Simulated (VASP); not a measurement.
A run of VASP 6.6.1:

File INCAR:

```
SYSTEM = SrO
ALGO = Normal ; EDIFF = 1E-6
ENCUT = 520 ; GGA = CA
ISIF = 2 ; ISMEAR = 0
LASPH = .True. ; LCHARG = .False.
LREAL = .False. ; LWAVE = .False.
NBANDS = 24 ; NELM = 60
PREC = Accurate ; SIGMA = 0.05
```

The input KPOINTS:

```
k-points
0
Gamma
  9 9 6
  0 0 0
```

The input POSCAR:

```
SrO
1.0
    4.6175035668      0.0000000000      0.0000000000
   -2.3087517834      3.9988753909      0.0000000000
    0.0000000000      0.0000000000      4.7431473908
Sr O
2 2
Direct
    0.3333333333      0.6666666667      0.9381277000
    0.6666666667      0.3333333333      0.4381277000
    0.3333333333      0.6666666667      0.4368723000
    0.6666666667      0.3333333333      0.9368723000
```

Potentials or basis: VASP PAW LDA potentials, release 64 (Sr_sv, O).

Command:

```console
$ cat potpaw_LDA.64/Sr_sv/POTCAR potpaw_LDA.64/O/POTCAR > POTCAR
$ mpirun -np 1 vasp_std > vasp.out
```

Hardware: 1 thread of Intel Xeon 8259CL (shared host).

How long does it take, and how much memory?

Wall time 2.4 min on 1 thread of Intel Xeon 8259CL, with other jobs on the host, peak memory 0.23 GiB. Counts: scf iterations 15, k points 48.
